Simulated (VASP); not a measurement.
A run of VASP 6.6.1 is set up as follows.

File INCAR:

```
ALGO = Normal
EDIFF = 1E-6
ENCUT = 500
GGA = PE
GGA_COMPAT = F
ISIF = 2
ISMEAR = -1
LASPH = T
LCHARG = T
LELF = T
LREAL = F
LVHAR = T
LWAVE = F
NBANDS = 16
NELM = 120
PREC = Accurate
SIGMA = 0.03
```

Contents of KPOINTS:

```
k-points
0
Gamma
  7 7 7
```

The input POSCAR:

```
AgBr
1.0
    0.0000000000      2.9051634709      2.9051634709
    2.9051634709      0.0000000000      2.9051634709
    2.9051634709      2.9051634709      0.0000000000
Ag Br
1 1
Direct
    0.5000000000      0.5000000000      0.5000000000
    0.0000000000      0.0000000000      0.0000000000
```

Potentials or basis: VASP PAW PBE potentials, release 64 (Ag, Br).

Run with:

```sh
$ cat potpaw_PBE.64/Ag/POTCAR potpaw_PBE.64/Br/POTCAR > POTCAR
$ mpirun -np 1 vasp_std > vasp.out
```

(1) Predict the band gap on the k mesh.

(2) Estimate the pressure.

Results:

(1) 0.75 eV, indirect (least direct gap 2.49 eV).

(2) 0.6 GPa.
